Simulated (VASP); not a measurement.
Input of a VASP 6.6.1 run:

INCAR

```
SYSTEM = BN
PREC = Accurate
ENCUT = 520
EDIFF = 1E-7
ISMEAR = -1
SIGMA = 0.05
LREAL = .FALSE.
LASPH = .TRUE.
NELM = 60
ALGO = Normal
ISIF = 2
LWAVE = .FALSE.
LCHARG = .FALSE.
GGA = PE
NBANDS = 16
```

Contents of KPOINTS:

```
Automatic mesh
0
G
  12 12 4
  0 0 0
```

The input POSCAR:

```
BN
1.0
    2.4982400000      0.0000000000      0.0000000000
   -1.2491200000      2.1635393048      0.0000000000
    0.0000000000      0.0000000000      6.6357000000
N B
2 2
Direct
    0.6666666667      0.3333333333      0.2500000000
    0.3333333333      0.6666666667      0.7500000000
    0.6666666667      0.3333333333      0.7500000000
    0.3333333333      0.6666666667      0.2500000000
```

Potentials or basis: VASP PAW PBE potentials, release 64 (N, B).

The run is started by

```bash
$ cat potpaw_PBE.64/N/POTCAR potpaw_PBE.64/B/POTCAR > POTCAR
$ mpirun -np 1 vasp_std > vasp.out
```

(1) Predict the pressure.

(2) Predict the band gap on the k mesh.

## Answers

(1) 5.1 GPa.

(2) 4.29 eV, indirect (least direct gap 4.66 eV).

Caveat: this functional lacks dispersion, which binds the layers, so the pressure and a relaxed spacing across them are unreliable.
